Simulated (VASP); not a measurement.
# Sb (Pm-3m) in VASP: a series of runs

Aim: see how the results for Sb move with the level of theory and the settings. Levels: PBEsol-based screened hybrid with 25 % exact exchange, BLYP+D3(BJ). Tasks: single point, relaxation of cell and atoms.

All numbers are computed with VASP 6.6.1; they aren't measurements. Logs are shortened: lines on timing, memory, paths and dates and some standing lists are left out, and cuts for length are marked.

**1. The cell of the first run**

It takes space group Pm-3m (No. 221, cubic). Conventional cell: a = 3.025 Å, b = 3.025 Å, c = 3.025 Å, α = 90.00°, β = 90.00°, γ = 90.00°. Within 4.0 Å of Sb (site symmetry m-3m) lie 6 Sb at 3.03 Å.

This isn't the form of Sb at room conditions, which is rhombohedral.

**2. Single point, PBEsol-based screened hybrid with 25 % exact exchange**

Contents of POSCAR:

```
Sb
1.0
    3.0253660593      0.0000000000      0.0000000000
    0.0000000000      3.0253660593      0.0000000000
    0.0000000000      0.0000000000      3.0253660593
Sb
1
Direct
    0.0000000000      0.0000000000      0.0000000000
```

Contents of INCAR.step1:

```
SYSTEM = Sb
  PREC = Accurate
  ENCUT = 400
  EDIFF = 1E-5
  ISMEAR = -1
  SIGMA = 0.05
  LREAL = .FALSE.
  LASPH = .TRUE.
  NELM = 120
  ALGO = Normal
  ISIF = 2
  LWAVE = .TRUE.
  NBANDS = 14
  GGA = PE
  GGA_COMPAT = .FALSE.
```

Contents of INCAR.step2:

```
SYSTEM = Sb
  PREC = Accurate
  ENCUT = 400
  EDIFF = 1E-6
  ISMEAR = -1
  SIGMA = 0.05
  LREAL = .FALSE.
  LASPH = .TRUE.
  NELM = 120
  ALGO = Normal
  ISIF = 2
  LWAVE = .FALSE.
  LCHARG = .TRUE.
  GGA = PS
  LHFCALC = .TRUE.
  AEXX = 0.25
  HFSCREEN = 0.207
  PRECFOCK = Normal
  LELF = .TRUE.
  LVHAR = .TRUE.
  NBANDS = 14
  ISTART = 1
  GGA_COMPAT = .FALSE.
```

Contents of KPOINTS:

```
Automatic mesh
0
G
  4 4 4
  0 0 0
```

Potentials or basis: VASP PAW PBE potentials, release 64 (Sb_d_GW).

Run with:

```bash
$ cat potpaw_PBE.64/Sb_d_GW/POTCAR > POTCAR
$ cp INCAR.step1 INCAR
$ mpirun -np 1 vasp_std > vasp.out
$ cp INCAR.step2 INCAR
$ mpirun -np 1 vasp_std > vasp.out
```

OUTCAR:

```text
SYSTEM = Sb
   PREC = Accurate
   ENCUT = 400
   EDIFF = 1E-6
   ISMEAR = -1
   LREAL = .FALSE.
   LASPH = .TRUE.
   NELM = 120
   ISIF = 2
   GGA = PS
   LHFCALC = .TRUE.
   AEXX = 0.25
   HFSCREEN = 0.207
   PRECFOCK = Normal
   ISTART = 1

 ion  position               nearest neighbor table
   1  0.000  0.000  0.000-

  LATTYP: Found a simple cubic cell.
 ALAT       =     3.0253660593

  Lattice vectors:

 A1 = (   3.0253660593,   0.0000000000,   0.0000000000)
 A2 = (   0.0000000000,   3.0253660593,   0.0000000000)
 A3 = (   0.0000000000,   0.0000000000,   3.0253660593)

Analysis of symmetry for initial positions (statically):
=====================================================================
 Subroutine PRICEL returns:
 Original cell was already a primitive cell.

 Routine SETGRP: Setting up the symmetry group for a
 simple cubic supercell.

 Subroutine GETGRP returns: Found 48 space group operations
 (whereof 48 operations were pure point group operations)
 out of a pool of 48 trial point group operations.

The static configuration has the point symmetry O_h .

Analysis of symmetry for dynamics (positions and initial velocities):
=====================================================================
 Subroutine PRICEL returns:
 Original cell was already a primitive cell.

 Routine SETGRP: Setting up the symmetry group for a
 simple cubic supercell.

 Subroutine GETGRP returns: Found 48 space group operations
 (whereof 48 operations were pure point group operations)
 out of a pool of 48 trial point group operations.

The dynamic configuration has the point symmetry O_h .

 Subroutine INISYM returns: Found 48 space group operations
 (whereof 48 operations are pure point group operations),
 and found     1 'primitive' translations

----------------------------------------------------------------------------------------

                                     Primitive cell

  volume of cell :      27.6907

  direct lattice vectors                    reciprocal lattice vectors
     3.025366059  0.000000000  0.000000000     0.330538513  0.000000000  0.000000000
     0.000000000  3.025366059  0.000000000     0.000000000  0.330538513  0.000000000
     0.000000000  0.000000000  3.025366059     0.000000000  0.000000000  0.330538513

  length of vectors
     3.025366059  3.025366059  3.025366059     0.330538513  0.330538513  0.330538513

  position of ions in fractional coordinates (direct lattice)
     0.000000000  0.000000000  0.000000000

  ion indices of the primitive-cell ions
   primitive index   ion index
                 1           1

----------------------------------------------------------------------------------------

 KPOINTS: Automatic mesh

Automatic generation of k-mesh.
 Grid dimensions read from file:
 generate k-points for:    4    4    4

 Generating k-lattice:

  Cartesian coordinates                     Fractional coordinates (reciprocal lattice)
     0.082634628  0.000000000  0.000000000     0.250000000  0.000000000  0.000000000
     0.000000000  0.082634628  0.000000000     0.000000000  0.250000000  0.000000000
     0.000000000  0.000000000  0.082634628     0.000000000  0.000000000  0.250000000

  Length of vectors
     0.082634628  0.082634628  0.082634628

  Shift w.r.t. Gamma in fractional coordinates (k-lattice)
     0.000000000  0.000000000  0.000000000

 Subroutine IBZKPT returns following result:
 ===========================================

 Found     10 irreducible k-points:

 Following reciprocal coordinates:
            Coordinates               Weight
  0.000000  0.000000  0.000000      1.000000
  0.250000  0.000000  0.000000      6.000000
  0.500000  0.000000  0.000000      3.000000
  0.250000  0.250000  0.000000     12.000000
  0.500000  0.250000  0.000000     12.000000
  0.500000  0.500000  0.000000      3.000000
  0.250000  0.250000  0.250000      8.000000
  0.500000  0.250000  0.250000     12.000000
  0.500000  0.500000  0.250000      6.000000
  0.500000  0.500000  0.500000      1.000000
   k-points           NKPTS =     10   k-points in BZ     NKDIM =     64   number of bands    NBANDS=     14
   number of dos      NEDOS =    301   number of ions     NIONS =      1
   total plane-waves  NPLWV =   8000
   dimension x,y,z NGX =    20 NGY =   20 NGZ =   20
   dimension x,y,z NGXF=    40 NGYF=   40 NGZF=   40
   ions per type =               1
   NGX,Y,Z   is equivalent  to a cutoff of  10.99, 10.99, 10.99 a.u.
   NGXF,Y,Z  is equivalent  to a cutoff of  21.98, 21.98, 21.98 a.u.
 SYSTEM =  Sb
   PREC   = accura    normal or accurate (medium, high low for compatibility)
   ISTART =      1    job   : 0-new  1-cont  2-samecut
   ICHARG =      0    charge: 1-file 2-atom 10-const
   ISPIN  =      1    spin polarized calculation?
   LNONCOLLINEAR =      F non collinear calculations
   LSORBIT =      F    spin-orbit coupling
   LASPH  =      T    aspherical Exc in radial PAW
   ENCUT  =  400.0 eV  29.40 Ry    5.42 a.u.   4.93  4.93  4.93*2*pi/ulx,y,z
   NELM   =    120;   NELMIN=  2; NELMDL=  0     # of ELM steps
   EDIFF  = 0.1E-05   stopping-criterion for ELM
   LREAL  =      F    real-space projection
   EDIFFG = 0.1E-04   stopping-criterion for IOM
   NSW    =      0    number of steps for IOM
   IBRION =     -1    ionic relax: 0-MD 1-quasi-New 2-CG
   NFREE  =      0    steps in history (QN), initial steepest desc. (CG)
   ISIF   =      2    stress and relaxation
   ISYM   =      3    0-nonsym 1-usesym 2-fastsym
   POTIM  = 0.5000    time-step for ionic-motion
   TEBEG  =    0.0;   TEEND  =   0.0 temperature during run
   PSTRESS=    0.0 pullay stress
   NELECT =      15.0000    total number of electrons
   NUPDOWN=      -1.0000    fix difference up-down
   EMIN   =  10.00;   EMAX   =-10.00  energy-range for DOS
   EFERMI =   0.00;   METHOD = LEGACY
   ISMEAR =    -1;   SIGMA  =   0.05  broadening in eV -4-tet -1-fermi 0-gaus
   EFERMI_NEDOS =   21; number of points for ismear=-14 and -15
   IALGO  =     38    algorithm
   IMIX   =      1    mixing-type and parameters
     AMIX     =   0.40;   BMIX     =  1.00
     AMIX_MAG =   1.60;   BMIX_MAG =  1.00
  volume/ion in A,a.u.               =      27.69       186.87
  Fermi-wavevector in a.u.,A,eV,Ry     =   1.334527  2.521890 24.231458  1.780962
  Thomas-Fermi vector in A             =   2.463301
   LORBIT       =      0    0 simple, 1 ext, 2 COOP (PROOUT), +10 PAW based schemes
   GGA     = PS    functional components
   LHFCALC =     T    Hartree Fock is set to
   PRECFOCK=normal    Normal, Fast or Accurate (Low or Medium for compatibility)
   ENCUT4O =  -1.0   cutoff for four orbital integrals eV
   NKREDX  =     1    reduce k-point grid by
   NKREDY  =     1    reduce k-point grid by
   NKREDZ  =     1    reduce k-point grid by
   AEXX    =    0.2500 exact exchange contribution
   HFSCREEN=    0.2070 screening length (either q_TF or 0.3 A-1)
   HFSCREENC=   0.2070 screening length for correlation (either q_TF or 0.3 A-1)
   ENCUTFOCK=  -1.0 apply spherical cutoff to Coloumb kernel
   IVDW    =     0    specifies the selected vdW correction
   LEPSILON=     F    determine dielectric tensor
   LRPA    =     F    only Hartree local field effects (RPA)
 non-spin polarized calculation
  energy-cutoff  :      400.00
  volume of cell :       27.69
 maximum number of plane-waves:       518
 NGX is ok and might be reduce to    20
  NGX = 16; NGY = 16; NGZ = 16

 number of electron      14.9999987 magnetization

 Free energy of the ion-electron system (eV)
  ---------------------------------------------------
  ext. energy  EPLUGINS =         0.00000000
  ---------------------------------------------------
  free energy    TOTEN  =        -4.75851394 eV

  energy without entropy =       -4.74983624  energy(sigma->0) =       -4.75417509

 E-fermi :   6.0328     XC(G=0):  -8.6818

 val. band max:        4.9623448732   @ k =   0.2500   0.2500   0.2500
 cond. band min:       6.1141512585   @ k =   0.5000   0.2500   0.0000
 fundamental gap:      1.1518063853
 Fermi energy:         6.0328172931

 k-point     1 :       0.0000    0.0000    0.0000
  band No.  band energies     occupation
      1     -26.0945      2.00000
      2     -26.0945      2.00000
      3     -25.8402      2.00000
      4     -25.8402      2.00000
      5     -25.8402      2.00000
      6      -8.7429      2.00000
      7       9.6380      0.00000
      8       9.6380      0.00000
      9       9.6380      0.00000
     10      13.5041      0.00000
     11      13.5041      0.00000
     12      15.0915      0.00000
     13      25.9780      0.00000
     14      25.9780      0.00000

 k-point     2 :       0.2500    0.0000    0.0000
  band No.  band energies     occupation
      1     -26.0892      2.00000
      2     -25.9903      2.00000
      3     -25.8724      2.00000
      4     -25.8724      2.00000
      5     -25.8370      2.00000
      6      -7.6800      2.00000
      7       3.2553      2.00000
      8      10.6592      0.00000
      9      10.6592      0.00000
     10      14.3677      0.00000
     11      15.3654      0.00000
     12      21.4883      0.00000
     13      21.6471      0.00000
     14      22.1797      0.00000

 k-point     3 :       0.5000    0.0000    0.0000
  band No.  band energies     occupation
      1     -26.0839      2.00000
      2     -25.9043      2.00000
      3     -25.9043      2.00000
      4     -25.8853      2.00000
      5     -25.8341      2.00000
      6      -5.7039      2.00000
      7      -1.1811      2.00000
      8      12.1670      0.00000
      9      12.1670      0.00000
     10      16.3073      0.00000
     11      17.2504      0.00000
     12      18.0311      0.00000
     13      18.9882      0.00000
     14      18.9883      0.00000
[... 86 lines left out ...]
 k-point     9 :       0.5000    0.5000    0.2500
  band No.  band energies     occupation
      1     -25.9789      2.00000
      2     -25.9356      2.00000
      3     -25.9356      2.00000
      4     -25.8702      2.00000
      5     -25.7592      2.00000
      6      -1.2019      2.00000
      7       2.3357      2.00000
      8       2.3357      2.00000
      9       8.9161      0.00000
     10       8.9936      0.00000
     11      14.3055      0.00000
     12      14.3055      0.00000
     13      17.1082      0.00000
     14      28.1723      0.00000

 k-point    10 :       0.5000    0.5000    0.5000
  band No.  band energies     occupation
      1     -25.9734      2.00000
      2     -25.9734      2.00000
      3     -25.9734      2.00000
      4     -25.7562      2.00000
      5     -25.7562      2.00000
      6       1.5075      2.00000
      7       3.7372      2.00000
      8       3.7372      2.00000
      9       3.7372      2.00000
     10      11.0292      0.00000
     11      11.0292      0.00000
     12      11.0292      0.00000
     13      13.0652      0.00000
     14      32.1183      0.00000

------------------------ aborting loop because EDIFF is reached ----------------------------------------

  FORCE on cell =-STRESS in cart. coord.  units (eV):
  Direction    XX          YY          ZZ          XY          YZ          ZX
  --------------------------------------------------------------------------------------
  -------------------------------------------------------------------------------------
  Total       -0.0769188     -0.0769188     -0.0769188      0.0000000      0.0000000      0.0000000
  in kB       -4.4505068     -4.4505068     -4.4505068      0.0000000      0.0000000      0.0000000
  external PRESSURE =      -4.4505068 kB  Pullay stress =       0.0000000 kB

 VOLUME and BASIS-vectors are now :
 -----------------------------------------------------------------------------
  energy-cutoff  :      400.00
  volume of cell :       27.69
      direct lattice vectors                 reciprocal lattice vectors
     3.025366059  0.000000000  0.000000000     0.330538513  0.000000000  0.000000000
     0.000000000  3.025366059  0.000000000     0.000000000  0.330538513  0.000000000
     0.000000000  0.000000000  3.025366059     0.000000000  0.000000000  0.330538513

 POSITION                                       TOTAL-FORCE (eV/Angst)
 -----------------------------------------------------------------------------------
      0.00000      0.00000      0.00000         0.000000      0.000000      0.000000
 -----------------------------------------------------------------------------------
    total drift:                               -0.000001     -0.000001     -0.000000

  FREE ENERGIE OF THE ION-ELECTRON SYSTEM (eV)
  ---------------------------------------------------
  free  energy   TOTEN  =        -4.7585139404 eV

  energy  without entropy=       -4.7498362380  energy(sigma->0) =       -4.75417509
```

It took 1.7 min on 1 thread of Intel Xeon Platinum 8375C at 2.90GHz (Ice Lake), shared host; peak memory 0.23 GiB.

What came out:

| Item | Value |
| --- | --- |
| Free energy | -4.7585 eV |
| Pressure | -0.4 GPa |
| Band gap on the k mesh | zero (an odd number of electrons rules out a gap without spin polarisation) |

Caveat: the k points lie up to 0.52 Å⁻¹ apart, too coarse for converged energies and pressures of a metal; the PAW data sets were made with another functional, which shifts forces and pressure a little; spin-orbit coupling is left out, which moves the levels of the heavy elements.

(Continued in part 2 of 2.)

The gap in the log of VASP goes by the Fermi energy; the results here count the filled bands.